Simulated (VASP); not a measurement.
# KBr (Fm-3m) in VASP: notebook

KBr is run at these levels: PBE; tasks: single point.

Everything below comes from runs of VASP 6.6.1. Logs are shortened: lines on timing, memory, paths and dates and some standing lists are left out, and cuts for length are marked.

### 1 The cell of the first run

The structure is cubic, space group Fm-3m (No. 225). Conventional cell: a = 6.421 Å, b = 6.421 Å, c = 6.421 Å, α = 90.00°, β = 90.00°, γ = 90.00°. K (site symmetry m-3m) has 6 Br at 3.21 Å within 4.2 Å. Br (site symmetry m-3m) has 6 K at 3.21 Å within 4.2 Å.

### 2 Single point, PBE (volume scaled by 0.88)

The input, INCAR:

```
SYSTEM = KBr
PREC     = Accurate       ! precision mode
ENCUT    = 520            ! plane-wave cutoff, eV
EDIFF    = 1E-6           ! SCF threshold, eV
ISMEAR   = 0              ! smearing method
SIGMA    = 0.02           ! smearing width, eV
LREAL    = .False.        ! projectors in reciprocal space
LASPH    = .True.         ! aspherical terms in the spheres
NELM     = 100            ! most SCF steps
ALGO     = Normal         ! electronic algorithm
ISIF     = 2              ! what is computed and relaxed
LWAVE    = .False.        ! write WAVECAR
LCHARG   = .False.        ! write CHGCAR
GGA      = PE             ! functional
NBANDS   = 15             ! bands
```

The input, KPOINTS:

```
regular mesh
0
Gamma
  6 6 6
  0 0 0
```

The input, POSCAR:

```
KBr
1.0
    0.0000000000      3.2106805557      3.2106805557
    3.2106805557      0.0000000000      3.2106805557
    3.2106805557      3.2106805557      0.0000000000
K Br
1 1
Direct
    0.0000000000      0.0000000000      0.0000000000
    0.5000000000      0.5000000000      0.5000000000
```

Potentials or basis: VASP PAW PBE potentials, release 64 (K_sv, Br).

Launch:

```
$ cat potpaw_PBE.64/K_sv/POTCAR potpaw_PBE.64/Br/POTCAR > POTCAR
$ mpirun -np 1 vasp_std > vasp.out
```

OUTCAR:

```text
SYSTEM = KBr
   PREC = Accurate
   ENCUT = 520
   EDIFF = 1E-6
   ISMEAR = 0
   LREAL = .False.
   LASPH = .True.
   NELM = 100
   ISIF = 2
   GGA = PE

 ion  position               nearest neighbor table
   1  0.000  0.000  0.000-   2 3.21   2 3.21   2 3.21   2 3.21   2 3.21   2 3.21
   2  0.500  0.500  0.500-   1 3.21   1 3.21   1 3.21   1 3.21   1 3.21   1 3.21

  LATTYP: Found a face centered cubic cell.
 ALAT       =     6.4213611114

  Lattice vectors:

 A1 = (   0.0000000000,   3.2106805557,   3.2106805557)
 A2 = (   3.2106805557,   0.0000000000,   3.2106805557)
 A3 = (   3.2106805557,   3.2106805557,   0.0000000000)

Analysis of symmetry for initial positions (statically):
=====================================================================
 Subroutine PRICEL returns:
 Original cell was already a primitive cell.

 Routine SETGRP: Setting up the symmetry group for a
 face centered cubic supercell.

 Subroutine GETGRP returns: Found 48 space group operations
 (whereof 48 operations were pure point group operations)
 out of a pool of 48 trial point group operations.

The static configuration has the point symmetry O_h .

Analysis of symmetry for dynamics (positions and initial velocities):
=====================================================================
 Subroutine PRICEL returns:
 Original cell was already a primitive cell.

 Routine SETGRP: Setting up the symmetry group for a
 face centered cubic supercell.

 Subroutine GETGRP returns: Found 48 space group operations
 (whereof 48 operations were pure point group operations)
 out of a pool of 48 trial point group operations.

The dynamic configuration has the point symmetry O_h .

 Subroutine INISYM returns: Found 48 space group operations
 (whereof 48 operations are pure point group operations),
 and found     1 'primitive' translations

----------------------------------------------------------------------------------------

                                     Primitive cell

  volume of cell :      66.1944

  direct lattice vectors                    reciprocal lattice vectors
     0.000000000  3.210680556  3.210680556    -0.155730223  0.155730223  0.155730223
     3.210680556  0.000000000  3.210680556     0.155730223 -0.155730223  0.155730223
     3.210680556  3.210680556  0.000000000     0.155730223  0.155730223 -0.155730223

  length of vectors
     4.540587986  4.540587986  4.540587986     0.269732659  0.269732659  0.269732659

  position of ions in fractional coordinates (direct lattice)
     0.000000000  0.000000000  0.000000000
     0.500000000  0.500000000  0.500000000

  ion indices of the primitive-cell ions
   primitive index   ion index
                 1           1
                 2           2

----------------------------------------------------------------------------------------

 KPOINTS: regular mesh

Automatic generation of k-mesh.
 Grid dimensions read from file:
 generate k-points for:    6    6    6

 Generating k-lattice:

  Cartesian coordinates                     Fractional coordinates (reciprocal lattice)
    -0.025955037  0.025955037  0.025955037     0.166666667  0.000000000  0.000000000
     0.025955037 -0.025955037  0.025955037     0.000000000  0.166666667  0.000000000
     0.025955037  0.025955037 -0.025955037     0.000000000  0.000000000  0.166666667

  Length of vectors
     0.044955443  0.044955443  0.044955443

  Shift w.r.t. Gamma in fractional coordinates (k-lattice)
     0.000000000  0.000000000  0.000000000

 Subroutine IBZKPT returns following result:
 ===========================================

 Found     16 irreducible k-points:

 Following reciprocal coordinates:
            Coordinates               Weight
  0.000000  0.000000  0.000000      1.000000
  0.166667  0.000000  0.000000      8.000000
  0.333333  0.000000  0.000000      8.000000
  0.500000  0.000000  0.000000      4.000000
  0.166667  0.166667  0.000000      6.000000
  0.333333  0.166667  0.000000     24.000000
[... 8 lines left out ...]
 -0.333333  0.333333  0.166667     24.000000
 -0.333333  0.500000  0.166667     12.000000
   k-points           NKPTS =     16   k-points in BZ     NKDIM =     16   number of bands    NBANDS=     15
   number of dos      NEDOS =    301   number of ions     NIONS =      2
   total plane-waves  NPLWV =  46656
   dimension x,y,z NGX =    36 NGY =   36 NGZ =   36
   dimension x,y,z NGXF=    72 NGYF=   72 NGZF=   72
   ions per type =               1   1
   NGX,Y,Z   is equivalent  to a cutoff of  13.18, 13.18, 13.18 a.u.
   NGXF,Y,Z  is equivalent  to a cutoff of  26.36, 26.36, 26.36 a.u.
 SYSTEM =  KBr
   PREC   = accura    normal or accurate (medium, high low for compatibility)
   ISTART =      0    job   : 0-new  1-cont  2-samecut
   ICHARG =      2    charge: 1-file 2-atom 10-const
   ISPIN  =      1    spin polarized calculation?
   LNONCOLLINEAR =      F non collinear calculations
   LSORBIT =      F    spin-orbit coupling
   LASPH  =      T    aspherical Exc in radial PAW
   ENCUT  =  520.0 eV  38.22 Ry    6.18 a.u.   8.44  8.44  8.44*2*pi/ulx,y,z
   NELM   =    100;   NELMIN=  2; NELMDL= -5     # of ELM steps
   EDIFF  = 0.1E-05   stopping-criterion for ELM
   LREAL  =      F    real-space projection
   EDIFFG = 0.1E-04   stopping-criterion for IOM
   NSW    =      0    number of steps for IOM
   IBRION =     -1    ionic relax: 0-MD 1-quasi-New 2-CG
   NFREE  =      0    steps in history (QN), initial steepest desc. (CG)
   ISIF   =      2    stress and relaxation
   ISYM   =      2    0-nonsym 1-usesym 2-fastsym
   POTIM  = 0.5000    time-step for ionic-motion
   TEBEG  =    0.0;   TEEND  =   0.0 temperature during run
   PSTRESS=    0.0 pullay stress
   NELECT =      16.0000    total number of electrons
   NUPDOWN=      -1.0000    fix difference up-down
   EMIN   =  10.00;   EMAX   =-10.00  energy-range for DOS
   EFERMI =   0.00;   METHOD = LEGACY
   ISMEAR =     0;   SIGMA  =   0.02  broadening in eV -4-tet -1-fermi 0-gaus
   EFERMI_NEDOS =   21; number of points for ismear=-14 and -15
   IALGO  =     38    algorithm
   IMIX   =      4    mixing-type and parameters
     AMIX     =   0.40;   BMIX     =  1.00
     AMIX_MAG =   1.60;   BMIX_MAG =  1.00
  volume/ion in A,a.u.               =      33.10       223.35
  Fermi-wavevector in a.u.,A,eV,Ry     =   1.019783  1.927110 14.149476  1.039957
  Thomas-Fermi vector in A             =   2.153316
   LORBIT       =      0    0 simple, 1 ext, 2 COOP (PROOUT), +10 PAW based schemes
   GGA     = PE    functional components
   LHFCALC =     F    Hartree Fock is set to
   AEXX    =    0.0000 exact exchange contribution
   IVDW    =     0    specifies the selected vdW correction
   LEPSILON=     F    determine dielectric tensor
   LRPA    =     F    only Hartree local field effects (RPA)
 non-spin polarized calculation
 Gauss-broadening in eV      SIGMA  =   0.02
  energy-cutoff  :      520.00
  volume of cell :       66.19
 maximum number of plane-waves:      1807
 NGX is ok and might be reduce to    36
   NGX = 17   NGY = 17   NGZ = 17

 number of electron      16.0000002 magnetization

 Free energy of the ion-electron system (eV)
  ---------------------------------------------------
  ext. energy  EPLUGINS =         0.00000000
  ---------------------------------------------------
  free energy    TOTEN  =        -6.15993455 eV

  energy without entropy =       -6.15993455  energy(sigma->0) =       -6.15993455

 E-fermi :  -1.1851     XC(G=0):  -7.7058

 val. band max:       -1.3919362560   @ k =   0.0000   0.0000   0.0000
 cond. band min:       3.2745269556   @ k =   0.0000   0.0000   0.0000
 fundamental gap:      4.6664632116
 Fermi energy:        -1.1850631145

 k-point     1 :       0.0000    0.0000    0.0000
  band No.  band energies     occupation
      1     -29.0077      2.00000
      2     -13.7937      2.00000
      3     -12.4920      2.00000
      4     -12.4920      2.00000
      5     -12.4920      2.00000
      6      -1.3919      2.00000
      7      -1.3919      2.00000
      8      -1.3919      2.00000
      9       3.2745      0.00000
     10       6.2156      0.00000
     11       6.2156      0.00000
     12       6.2156      0.00000
     13       7.0928      0.00000
     14       7.0928      0.00000
     15      10.4146      0.00000

 k-point     2 :       0.1667    0.0000    0.0000
  band No.  band energies     occupation
      1     -29.0055      2.00000
      2     -13.8525      2.00000
      3     -12.4937      2.00000
      4     -12.4937      2.00000
      5     -12.4104      2.00000
      6      -1.8136      2.00000
      7      -1.5012      2.00000
      8      -1.5012      2.00000
      9       3.9819      0.00000
     10       6.0974      0.00000
     11       6.5678      0.00000
     12       6.5678      0.00000
     13       7.5038      0.00000
     14       7.5038      0.00000
     15      11.3876      0.00000

 k-point     3 :       0.3333    0.0000    0.0000
  band No.  band energies     occupation
      1     -29.0011      2.00000
      2     -13.9541      2.00000
      3     -12.4970      2.00000
      4     -12.4970      2.00000
      5     -12.2619      2.00000
      6      -2.4692      2.00000
      7      -1.7041      2.00000
      8      -1.7041      2.00000
      9       5.0472      0.00000
     10       6.5317      0.00000
     11       7.5128      0.00000
     12       7.5128      0.00000
     13       8.5349      0.00000
     14       8.5349      0.00000
     15      10.5747      0.00000
[... 199 lines left out ...]
 k-point    15 :      -0.3333    0.3333    0.1667
  band No.  band energies     occupation
      1     -28.9970      2.00000
      2     -13.8463      2.00000
      3     -12.5604      2.00000
      4     -12.5422      2.00000
      5     -12.3410      2.00000
      6      -2.3339      2.00000
      7      -1.9900      2.00000
      8      -1.8556      2.00000
      9       5.9393      0.00000
     10       6.3057      0.00000
     11       7.5097      0.00000
     12       8.0710      0.00000
     13       9.1918      0.00000
     14       9.5826      0.00000
     15      10.0706      0.00000

 k-point    16 :      -0.3333    0.5000    0.1667
  band No.  band energies     occupation
      1     -28.9963      2.00000
      2     -13.7592      2.00000
      3     -12.5999      2.00000
      4     -12.5613      2.00000
      5     -12.4157      2.00000
      6      -2.1788      2.00000
      7      -1.9453      2.00000
      8      -1.8928      2.00000
      9       5.1856      0.00000
     10       6.8683      0.00000
     11       7.1100      0.00000
     12       8.1684      0.00000
     13       8.8434      0.00000
     14       9.6713      0.00000
     15      10.3461      0.00000

------------------------ aborting loop because EDIFF is reached ----------------------------------------

  FORCE on cell =-STRESS in cart. coord.  units (eV):
  Direction    XX          YY          ZZ          XY          YZ          ZX
  --------------------------------------------------------------------------------------
  -------------------------------------------------------------------------------------
  Total        1.0138316      1.0138316      1.0138316      0.0000000      0.0000000     -0.0000000
  in kB       24.5389014     24.5389014     24.5389014      0.0000000      0.0000000     -0.0000000
  external PRESSURE =      24.5389014 kB  Pullay stress =       0.0000000 kB

 VOLUME and BASIS-vectors are now :
 -----------------------------------------------------------------------------
  energy-cutoff  :      520.00
  volume of cell :       66.19
      direct lattice vectors                 reciprocal lattice vectors
     0.000000000  3.210680556  3.210680556    -0.155730223  0.155730223  0.155730223
     3.210680556  0.000000000  3.210680556     0.155730223 -0.155730223  0.155730223
     3.210680556  3.210680556  0.000000000     0.155730223  0.155730223 -0.155730223

 POSITION                                       TOTAL-FORCE (eV/Angst)
 -----------------------------------------------------------------------------------
      0.00000      0.00000      0.00000        -0.000000      0.000000     -0.000000
      3.21068      3.21068      3.21068         0.000000     -0.000000      0.000000
 -----------------------------------------------------------------------------------
    total drift:                                0.000000      0.000000      0.000000

  FREE ENERGIE OF THE ION-ELECTRON SYSTEM (eV)
  ---------------------------------------------------
  free  energy   TOTEN  =        -6.1599345479 eV

  energy  without entropy=       -6.1599345479  energy(sigma->0) =       -6.15993455
```

Wall time 7 s (1 thread of Intel Xeon 6975P-C (Granite Rapids), shared host); peak memory 0.2 GiB.

Results:

```yaml
Free_energy: -6.1599 eV
Pressure: 2.5 GPa
Band_gap_on_the_k_mesh: 4.67 eV, direct
```

### 3 Single point, PBE (volume scaled by 0.91)

Changes to INCAR since step 2:

```diff
@@ -8,3 +8,3 @@
 LASPH    = .True.         ! aspherical terms in the spheres
-NELM     = 100            ! most SCF steps
+NELM     = 60             ! most SCF steps
 ALGO     = Normal         ! electronic algorithm
```

The input, KPOINTS:

```
Automatic mesh
0
Gamma
  6 6 6
  0 0 0
```

The input, POSCAR:

```
KBr
1.0
    0.0000000000      3.2467586378      3.2467586378
    3.2467586378      0.0000000000      3.2467586378
    3.2467586378      3.2467586378      0.0000000000
K Br
1 1
Direct
    0.0000000000      0.0000000000      0.0000000000
    0.5000000000      0.5000000000      0.5000000000
```

Potentials or basis: VASP PAW PBE potentials, release 64 (K_sv, Br).

Launch:

```
$ cat potpaw_PBE.64/K_sv/POTCAR potpaw_PBE.64/Br/POTCAR > POTCAR
$ mpirun -np 1 vasp_std > vasp.out
```

Run time: 8 s. Hardware: 1 thread of Intel Xeon 6975P-C (Granite Rapids), shared host; peak memory 0.21 GiB.

It converged, with:

```yaml
Free_energy: -6.1891 eV
Pressure: 1.7 GPa
Band_gap_on_the_k_mesh: 4.57 eV, direct
```

Levels at points of the mesh, in eV from the valence-band top:
```csv
k point,band 6,band 7,band 8,band 9,band 10,band 11
"(0.00, 0.00, 0.00)",0.00,0.00,0.00,4.57,7.61,7.61
"(0.50, 0.00, 0.00)",-1.28,-0.38,-0.38,6.69,8.41,9.89
"(0.50, 0.50, 0.00)",-0.86,-0.30,-0.30,5.81,7.38,9.45
```
